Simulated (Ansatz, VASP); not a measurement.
## Two plane-wave programs on Pb

```
CELL_PARAMETERS angstrom
3.61920 0.00000 0.00000
-1.80960 3.13432 0.00000
0.00000 0.00000 6.03720
ATOMIC_POSITIONS crystal
Pb 0.33333 0.66667 0.25000
Pb 0.66667 0.33333 0.75000
```

Change from the starting cell: strain +0.040 along x and y, +0.080 along z, atoms carried along.

Alike in both runs: task single point; functional r2SCAN; k mesh 18 × 18 × 10; occupations gaussian, width 0.15 eV; no spin polarisation.

```csv
,VASP,Ansatz
version,VASP 6.6.1,Ansatz 0.2.0
potentials or method,"VASP PAW PBE potentials, release 64 (Pb_d), cutoff 520 eV","scalar-relativistic, plane waves, PAW"
valence electrons in the cell,28,28
```

```tsv
	VASP	Ansatz	Ansatz less VASP
gap on the k mesh at the Fermi level (eV)	none	none	-
pressure (GPa)	-3.5	-3.5	+0.02
traceless stress, the component that is largest in VASP (GPa)	0.06	0.06	+0.005
```

VASP's potentials were made for PBE, not for r2SCAN. A gap of «none» marks a metal or a gap that the smearing closes.

Neither program's run includes spin-orbit coupling.
